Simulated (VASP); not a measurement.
Runs of VASP 6.6.1 on GaN. Symmetry: F-43m, No. 216, cubic system. The conventional cell has a = 4.498 Å, b = 4.498 Å, c = 4.498 Å, α = 90.00°, β = 90.00°, γ = 90.00°. Within 2.6 Å of Ga (site symmetry -43m) lie 4 N at 1.95 Å. Within 2.6 Å of N (site symmetry -43m) lie 4 Ga at 1.95 Å. 

```csv
level,potentials or basis,k mesh,grid for exact exchange (PRECFOCK),share of exact exchange,screening parameter,gap on the mesh (eV),pressure (GPa)
PBE,"VASP PAW PBE potentials, release 64 (Ga_d, N)",6 × 6 × 6,-,-,-,1.76,6.2
r2SCAN,"VASP PAW PBE potentials, release 64 (Ga_d, N)",6 × 6 × 6,-,-,-,(b),1.0
HSE06,"VASP PAW PBE potentials, release 64 (Ga_d, N)",6 × 6 × 6,Normal,0.25,0.2079 1/Å,3.02,-0.1
LDA,"VASP PAW LDA potentials, release 64 (Ga_d, N)",6 × 6 × 6,-,-,-,(a),-4.4
PBE,"VASP PAW PBE potentials, release 64 (Ga_d, N)",8 × 8 × 8,-,-,-,1.76,6.2
```

Alike in all rows: task single point; no spin polarisation; cell as given; cutoff (eV) 520; smearing gaussian 0.01 eV.

Question: Estimate the missing entries.

Answer: (a) 1.78; (b) 2.16.

Caveats: the cell stands under pressure (at least some runs); the PAW data sets were made with another functional, which shifts forces and pressure a little (at least some runs); the cell stands under tension (at least some runs).

A k mesh can miss the band edges, and the runs leave out spin-orbit coupling on Ga.
